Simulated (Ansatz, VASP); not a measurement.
## One calculation of C, two programs

File INCAR:

```
ALGO = Normal
DIPOL = 0.5 0.5 0.500
EDIFF = 1E-6
ENCUT = 520
IDIPOL = 3
ISIF = 2
ISMEAR = -1
LASPH = True
LCHARG = False
LDIPOL = True
LREAL = False
LWAVE = False
NBANDS = 16
NELM = 80
PREC = Accurate
SIGMA = 0.02
```

File KPOINTS:

```
k-points
0
Gamma
  10 7 1
```

The input POSCAR:

```
C
1.0
    2.4973051744      0.0000000000      0.0000000000
    0.0000000000      3.5317228470      0.0000000000
    0.0000000000      0.0000000000     17.2487000000
C
4
Direct
    0.0000000000      0.3750000000      0.4638044436
    0.5000000000      0.1250000000      0.4638044436
    0.5000000000      0.8750000000      0.5361955564
    0.0000000000      0.6250000000      0.5361955564
```

Input for Ansatz:

```yaml
crystal:
  lattice:
    - [2.4973051744, 0.0, 0.0]
    - [0.0, 3.531722847, 0.0]
    - [0.0, 0.0, 17.2487]
  atoms:
    - { symbol: C, position: [0.0, 0.375, 0.4638044436] }
    - { symbol: C, position: [0.5, 0.125, 0.4638044436] }
    - { symbol: C, position: [0.5, 0.875, 0.5361955564] }
    - { symbol: C, position: [0.0, 0.625, 0.5361955564] }
kpoints:
  mp_grid: { grid: [10, 7, 1] }
scf:
  occupations: { method: fermi_dirac, width: 0.02 }
hamiltonian:
  xc: lda
  pseudopotentials: { kind: all_electron, lapw: { basis_error: 0.001 } }
output:
  forces: true
  stress: true
  eigenvalues: true
  populations: true
  dos: { projected: true, de: 0.2, e_range: [-14, 8] }
efield:
  axis: 3
  amplitude: 0
  dipole_correction: true
```

Alike in both runs: task single point; functional LDA; k mesh 10 × 7 × 1; occupations fermi-dirac, width 0.02 eV; no spin polarisation.

|  | VASP | Ansatz |
| --- | --- | --- |
| version | VASP 6.6.1 | Ansatz 0.2.0 |
| potentials or method | VASP PAW LDA potentials, release 64 (C), cutoff 520 eV | all-electron LAPW, scalar-relativistic |

|  | VASP | Ansatz | Ansatz less VASP |
| --- | --- | --- | --- |
| rms of the force components (eV/Å) | 2.685 | 2.711 | +0.0261 |

LDA's correlation is that of Perdew and Zunger in VASP and of Perdew and Wang (1992) in Ansatz. Atom by atom the forces differ by 0.027 eV/Å (rms over components). Ansatz ran all-electron here, and VASP with PAW potentials.
